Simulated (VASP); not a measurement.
# Y (P6/mmm) in VASP: further runs

The runs below take Y through single point, with RPBE.

Program: VASP 6.6.1. These are calculated values, not measurements. Logs are shortened: lines on timing, memory, paths and dates and some standing lists are left out, and cuts for length are marked.

## 1. The cell of the first run

Symmetry: P6/mmm, No. 191, hexagonal system. The conventional cell has a = 5.729 Å, b = 5.729 Å, c = 3.575 Å, α = 90.00°, β = 90.00°, γ = 120.00°. Within 4.7 Å of Y (site symmetry 6/mmm) lie 14 Y at 3.58 to 3.76 Å. Y (site symmetry -6m2) has 11 Y at 3.31 to 3.76 Å within 4.3 Å.

This isn't the form of Y at room conditions, which is hcp.

## 2. Single point, RPBE

The input, INCAR:

```
  ALGO = Normal
  EDIFF = 1E-6
  ENCUT = 520
  GGA = RP
  ISIF = 2
  ISMEAR = -1
  LASPH = T
  LCHARG = T
  LELF = T
  LREAL = F
  LVHAR = T
  LWAVE = F
  NBANDS = 24
  NELM = 80
  PREC = Accurate
  SIGMA = 0.1
```

The input, KPOINTS:

```
k-points
0
Gamma
  7 7 9
```

The input, POSCAR:

```
Y
1.0
    5.7287451327      0.0000000000      0.0000000000
   -2.8643725663      4.9612388168      0.0000000000
    0.0000000000      0.0000000000      3.5754505418
Y
3
Direct
    1.0000000000      0.0000000000      1.0000000000
    0.3333333333      0.6666666667      0.5000000000
    0.6666666667      0.3333333333      0.5000000000
```

Potentials or basis: VASP PAW PBE potentials, release 64 (Y_sv).

Run with:

```bash
$ cat potpaw_PBE.64/Y_sv/POTCAR > POTCAR
$ mpirun -np 1 vasp_std > vasp.out
```

OUTCAR:

```text
EDIFF = 1E-6
   ENCUT = 520
   GGA = RP
   ISIF = 2
   ISMEAR = -1
   LASPH = T
   LREAL = F
   NELM = 80
   PREC = Accurate

 ion  position               nearest neighbor table
   1  0.000  0.000  0.000-   2 3.76   3 3.76   2 3.76   3 3.76   3 3.76   3 3.76   2 3.76   2 3.76
                             3 3.76   3 3.76   2 3.76   2 3.76
   2  0.333  0.667  0.500-   3 3.31   3 3.31   3 3.31   1 3.76   1 3.76   1 3.76   1 3.76   1 3.76
                             1 3.76
   3  0.667  0.333  0.500-   2 3.31   2 3.31   2 3.31   1 3.76   1 3.76   1 3.76   1 3.76   1 3.76
                             1 3.76

  LATTYP: Found a hexagonal cell.
 ALAT       =     5.7287451327
 C/A-ratio  =     0.6241245611

  Lattice vectors:

 A1 = (   5.7287451327,   0.0000000000,   0.0000000000)
 A2 = (  -2.8643725663,   4.9612388168,   0.0000000000)
 A3 = (   0.0000000000,   0.0000000000,   3.5754505418)

Analysis of symmetry for initial positions (statically):
=====================================================================
 Subroutine PRICEL returns:
 Original cell was already a primitive cell.

 Routine SETGRP: Setting up the symmetry group for a
 hexagonal supercell.

 Subroutine GETGRP returns: Found 24 space group operations
 (whereof 24 operations were pure point group operations)
 out of a pool of 24 trial point group operations.

The static configuration has the point symmetry D_6h.

Analysis of symmetry for dynamics (positions and initial velocities):
=====================================================================
 Subroutine PRICEL returns:
 Original cell was already a primitive cell.

 Routine SETGRP: Setting up the symmetry group for a
 hexagonal supercell.

 Subroutine GETGRP returns: Found 24 space group operations
 (whereof 24 operations were pure point group operations)
 out of a pool of 24 trial point group operations.

The dynamic configuration has the point symmetry D_6h.

 Subroutine INISYM returns: Found 24 space group operations
 (whereof 24 operations are pure point group operations),
 and found     1 'primitive' translations

----------------------------------------------------------------------------------------

                                     Primitive cell

  volume of cell :     101.6203

  direct lattice vectors                    reciprocal lattice vectors
     5.728745133  0.000000000  0.000000000     0.174558298  0.100781280  0.000000000
    -2.864372566  4.961238817  0.000000000     0.000000000  0.201562561  0.000000000
     0.000000000  0.000000000  3.575450542     0.000000000  0.000000000  0.279685032

  length of vectors
     5.728745133  5.728745133  3.575450542     0.201562561  0.201562561  0.279685032

  position of ions in fractional coordinates (direct lattice)
     0.000000000  0.000000000  0.000000000
     0.333333333  0.666666667  0.500000000
     0.666666667  0.333333333  0.500000000

  ion indices of the primitive-cell ions
   primitive index   ion index
                 1           1
                 2           2
                 3           3

----------------------------------------------------------------------------------------

 KPOINTS: k-points

Automatic generation of k-mesh.
 Grid dimensions read from file:
 generate k-points for:    7    7    9

 Generating k-lattice:

  Cartesian coordinates                     Fractional coordinates (reciprocal lattice)
     0.024936900  0.014397326  0.000000000     0.142857143  0.000000000  0.000000000
     0.000000000  0.028794652  0.000000000     0.000000000  0.142857143  0.000000000
     0.000000000  0.000000000  0.031076115     0.000000000  0.000000000  0.111111111

  Length of vectors
     0.028794652  0.028794652  0.031076115

  Shift w.r.t. Gamma in fractional coordinates (k-lattice)
     0.000000000  0.000000000  0.000000000

 Subroutine IBZKPT returns following result:
 ===========================================

 Found     40 irreducible k-points:

 Following reciprocal coordinates:
            Coordinates               Weight
  0.000000  0.000000  0.000000      1.000000
  0.142857  0.000000  0.000000      6.000000
  0.285714  0.000000  0.000000      6.000000
  0.428571 -0.000000  0.000000      6.000000
  0.142857  0.142857  0.000000      6.000000
  0.285714  0.142857  0.000000     12.000000
[... 16 lines left out ...]
  0.428571  0.142857  0.222222     12.000000
  0.285714  0.285714  0.222222     12.000000
 [... further k-points ...]
   k-points           NKPTS =     40   k-points in BZ     NKDIM =     40   number of bands    NBANDS=     24
   number of dos      NEDOS =    301   number of ions     NIONS =      3
   total plane-waves  NPLWV =  64512
   dimension x,y,z NGX =    48 NGY =   48 NGZ =   28
   dimension x,y,z NGXF=    96 NGYF=   96 NGZF=   56
   ions per type =               3
   NGX,Y,Z   is equivalent  to a cutoff of  13.93, 13.93, 13.02 a.u.
   NGXF,Y,Z  is equivalent  to a cutoff of  27.86, 27.86, 26.04 a.u.
 SYSTEM =  unknown system
   PREC   = accura    normal or accurate (medium, high low for compatibility)
   ISTART =      0    job   : 0-new  1-cont  2-samecut
   ICHARG =      2    charge: 1-file 2-atom 10-const
   ISPIN  =      1    spin polarized calculation?
   LNONCOLLINEAR =      F non collinear calculations
   LSORBIT =      F    spin-orbit coupling
   LASPH  =      T    aspherical Exc in radial PAW
   ENCUT  =  520.0 eV  38.22 Ry    6.18 a.u.  10.65 10.65  6.65*2*pi/ulx,y,z
   NELM   =     80;   NELMIN=  2; NELMDL= -5     # of ELM steps
   EDIFF  = 0.1E-05   stopping-criterion for ELM
   LREAL  =      F    real-space projection
   EDIFFG = 0.1E-04   stopping-criterion for IOM
   NSW    =      0    number of steps for IOM
   IBRION =     -1    ionic relax: 0-MD 1-quasi-New 2-CG
   NFREE  =      0    steps in history (QN), initial steepest desc. (CG)
   ISIF   =      2    stress and relaxation
   ISYM   =      2    0-nonsym 1-usesym 2-fastsym
   POTIM  = 0.5000    time-step for ionic-motion
   TEBEG  =    0.0;   TEEND  =   0.0 temperature during run
   PSTRESS=    0.0 pullay stress
   NELECT =      33.0000    total number of electrons
   NUPDOWN=      -1.0000    fix difference up-down
   EMIN   =  10.00;   EMAX   =-10.00  energy-range for DOS
   EFERMI =   0.00;   METHOD = LEGACY
   ISMEAR =    -1;   SIGMA  =   0.10  broadening in eV -4-tet -1-fermi 0-gaus
   EFERMI_NEDOS =   21; number of points for ismear=-14 and -15
   IALGO  =     38    algorithm
   IMIX   =      4    mixing-type and parameters
     AMIX     =   0.40;   BMIX     =  1.00
     AMIX_MAG =   1.60;   BMIX_MAG =  1.00
  volume/ion in A,a.u.               =      33.87       228.59
  Fermi-wavevector in a.u.,A,eV,Ry     =   1.125259  2.126432 17.227817  1.266209
  Thomas-Fermi vector in A             =   2.261936
   LORBIT       =      0    0 simple, 1 ext, 2 COOP (PROOUT), +10 PAW based schemes
   GGA     = RP    functional components
   LHFCALC =     F    Hartree Fock is set to
   AEXX    =    0.0000 exact exchange contribution
   IVDW    =     0    specifies the selected vdW correction
   LEPSILON=     F    determine dielectric tensor
   LRPA    =     F    only Hartree local field effects (RPA)
 non-spin polarized calculation
  energy-cutoff  :      520.00
  volume of cell :      101.62
 maximum number of plane-waves:      2763
 NGX is ok and might be reduce to    48
   NGX = 21   NGY = 21   NGZ = 13

 number of electron      32.9999998 magnetization

 Free energy of the ion-electron system (eV)
  ---------------------------------------------------
  ext. energy  EPLUGINS =         0.00000000
  ---------------------------------------------------
  free energy    TOTEN  =       -18.23429496 eV

  energy without entropy =      -18.04006916  energy(sigma->0) =      -18.13718206

 E-fermi :   2.9085     XC(G=0):  -9.2128

 val. band max:        2.8880159291   @ k =   0.2857   0.0000   0.2222
 cond. band min:       2.9086824753   @ k =   0.4286  -0.0000   0.4444
 fundamental gap:      0.0206665463
 Fermi energy:         2.9084840567

 k-point     1 :       0.0000    0.0000    0.0000
  band No.  band energies     occupation
      1     -39.9156      2.00000
      2     -39.8249      2.00000
      3     -39.8244      2.00000
      4     -20.0688      2.00000
      5     -20.0688      2.00000
      6     -19.8858      2.00000
[... 16 lines left out ...]
     23       5.6762      0.00000
     24       5.7381      0.00000

 k-point     2 :       0.1429    0.0000    0.0000
  band No.  band energies     occupation
      1     -39.9111      2.00000
      2     -39.8286      2.00000
      3     -39.8252      2.00000
      4     -20.0940      2.00000
      5     -20.0726      2.00000
      6     -19.8549      2.00000
[... 16 lines left out ...]
     23       5.3738      0.00000
     24       5.4104      0.00000

 k-point     3 :       0.2857    0.0000    0.0000
  band No.  band energies     occupation
      1     -39.8991      2.00000
      2     -39.8390      2.00000
      3     -39.8270      2.00000
      4     -20.1354      2.00000
      5     -20.0532      2.00000
      6     -19.7977      2.00000
[... 16 lines left out ...]
     23       5.3110      0.00000
     24       5.8728      0.00000

 k-point     4 :       0.4286   -0.0000    0.0000
  band No.  band energies     occupation
      1     -39.8843      2.00000
      2     -39.8525      2.00000
      3     -39.8285      2.00000
      4     -20.1614      2.00000
      5     -19.9947      2.00000
      6     -19.8389      2.00000
[... 16 lines left out ...]
     23       5.5431      0.00000
     24       6.0645      0.00000

 k-point     5 :       0.1429    0.1429    0.0000
  band No.  band energies     occupation
      1     -39.9028      2.00000
      2     -39.8355      2.00000
      3     -39.8268      2.00000
      4     -20.1167      2.00000
      5     -20.0725      2.00000
      6     -19.8060      2.00000
[... 451 lines left out ...]
 k-point    22 :       0.2857    0.1429    0.2222
  band No.  band energies     occupation
      1     -39.8790      2.00000
      2     -39.8387      2.00000
      3     -39.8210      2.00000
      4     -20.1156      2.00000
      5     -20.0098      2.00000
      6     -19.8885      2.00000
[... 16 lines left out ...]
     23       5.4466      0.00000
     24       5.9245      0.00000

 k-point    23 :       0.4286    0.1429    0.2222
  band No.  band energies     occupation
      1     -39.8692      2.00000
      2     -39.8479      2.00000
      3     -39.8216      2.00000
      4     -20.1242      2.00000
      5     -19.9769      2.00000
      6     -19.9098      2.00000
[... 16 lines left out ...]
     23       5.3575      0.00000
     24       6.2359      0.00000

 k-point    24 :       0.2857    0.2857    0.2222
  band No.  band energies     occupation
      1     -39.8661      2.00000
      2     -39.8504      2.00000
      3     -39.8223      2.00000
      4     -20.1213      2.00000
      5     -19.9681      2.00000
      6     -19.9107      2.00000
[... 16 lines left out ...]
     23       5.0803      0.00000
     24       6.2685      0.00000

 [... further k-points ...]

------------------------ aborting loop because EDIFF is reached ----------------------------------------

  FORCE on cell =-STRESS in cart. coord.  units (eV):
  Direction    XX          YY          ZZ          XY          YZ          ZX
  --------------------------------------------------------------------------------------
  -------------------------------------------------------------------------------------
  Total       -0.0658685     -0.0658685     -0.0496103     -0.0000000     -0.0000000      0.0000000
  in kB       -1.0385028     -1.0385028     -0.7821722     -0.0000000     -0.0000000      0.0000000
  external PRESSURE =      -0.9530593 kB  Pullay stress =       0.0000000 kB

 VOLUME and BASIS-vectors are now :
 -----------------------------------------------------------------------------
  energy-cutoff  :      520.00
  volume of cell :      101.62
      direct lattice vectors                 reciprocal lattice vectors
     5.728745133  0.000000000  0.000000000     0.174558298  0.100781280  0.000000000
    -2.864372566  4.961238817  0.000000000     0.000000000  0.201562561  0.000000000
     0.000000000  0.000000000  3.575450542     0.000000000  0.000000000  0.279685032

 POSITION                                       TOTAL-FORCE (eV/Angst)
 -----------------------------------------------------------------------------------
      0.00000      0.00000      0.00000         0.000000      0.000000      0.000000
     -0.00000      3.30749      1.78773        -0.000000     -0.000000     -0.000000
      2.86437      1.65375      1.78773         0.000000     -0.000000      0.000000
 -----------------------------------------------------------------------------------
    total drift:                               -0.000000      0.000000     -0.000000

  FREE ENERGIE OF THE ION-ELECTRON SYSTEM (eV)
  ---------------------------------------------------
  free  energy   TOTEN  =       -18.2342949585 eV

  energy  without entropy=      -18.0400691563  energy(sigma->0) =      -18.13718206
```

It took 52 s on 1 thread of Intel Xeon 6975P-C (Granite Rapids), shared host; peak memory 0.29 GiB.

Results:

```
Free energy            : -18.2343 eV
Pressure               : -0.1 GPa
Band gap on the k mesh : zero (an odd number of electrons rules out a gap without spin polarisation)
```

Caveat: the PAW data sets were made with another functional, which shifts forces and pressure a little.

## 3. Single point, RPBE (29.81 Å³/atom)

This run uses another cell than the first one, of 29.81 Å³/atom.

The input, INCAR:

```
PREC = Accurate
ENCUT = 520
EDIFF = 1E-7
ISMEAR = -1
SIGMA = 0.1
LREAL = False
LASPH = True
NELM = 80
ALGO = Normal
ISIF = 2
LWAVE = False
LCHARG = True
GGA = RP
LELF = True
LVHAR = True
NBANDS = 24
```

The input, KPOINTS:

```
Automatic mesh
0
Gamma
  7 7 10
```

The input, POSCAR:

```
Y
1.0
    5.4897646370      0.0000000000      0.0000000000
   -2.7448823185      4.7542756364      0.0000000000
    0.0000000000      0.0000000000      3.4262969448
Y
3
Direct
    1.0000000000      0.0000000000      1.0000000000
    0.3333333333      0.6666666667      0.5000000000
    0.6666666667      0.3333333333      0.5000000000
```

Potentials or basis: VASP PAW PBE potentials, release 64 (Y_sv).

Run with:

```bash
$ cat potpaw_PBE.64/Y_sv/POTCAR > POTCAR
$ mpirun -np 1 vasp_std > vasp.out
```

It took 61 s on 1 thread of Intel Xeon 6975P-C (Granite Rapids), shared host; peak memory 0.27 GiB.

Results (log left out):

```
Free energy            : -18.0427 eV
Pressure               : 5.6 GPa
Band gap on the k mesh : zero (an odd number of electrons rules out a gap without spin polarisation)
```

Stress tensor (GPa, compression positive):
```
5.71 0.00 0.00
0.00 5.71 0.00
0.00 0.00 5.26
```

Levels at points of the mesh, in eV from the Fermi level:
```
           k point  band 15  band 16  band 17  band 18  band 19  band 20
(0.00, 0.00, 0.00)     0.12     0.12     0.19     0.19     0.57     1.88
(0.00, 0.00, 0.50)    -1.27    -1.01    -0.76    -0.76     1.83     1.83
```

Caveat: the cell stands under pressure; the PAW data sets were made with another functional, which shifts forces and pressure a little.

The gap in the log of VASP goes by the Fermi energy; the results here count the filled bands.